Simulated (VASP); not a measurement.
Input of a VASP 6.6.1 run:

The input INCAR:

```
PREC = Accurate ; ENCUT = 520
EDIFF = 1E-7 ; ISMEAR = -1
SIGMA = 0.05 ; LREAL = F
LASPH = T ; NELM = 80
ALGO = Normal ; ISIF = 2
LWAVE = F ; LCHARG = F
GGA = PE ; NBANDS = 17
```

The input KPOINTS:

```
Automatic mesh
0
Gamma
  8 8 8
```

The input POSCAR:

```
PbSe
1.0
    0.0000000000      3.0192847941      3.0192847941
    3.0192847941      0.0000000000      3.0192847941
    3.0192847941      3.0192847941      0.0000000000
Pb Se
1 1
Direct
    0.0000000000      0.0000000000      0.0000000000
    0.5000000000      0.5000000000      0.5000000000
```

Potentials or basis: VASP PAW PBE potentials, release 64 (Pb_d, Se).

Run with:

```sh
$ cat potpaw_PBE.64/Pb_d/POTCAR potpaw_PBE.64/Se/POTCAR > POTCAR
$ mpirun -np 1 vasp_std > vasp.out
```

(1) Estimate the band gap on the k mesh.

(2) Estimate the pressure.

Answers

(1) 0.15 eV, direct.

(2) 4.9 GPa.

Caveat: spin-orbit coupling is left out, which moves the levels of the heavy elements.
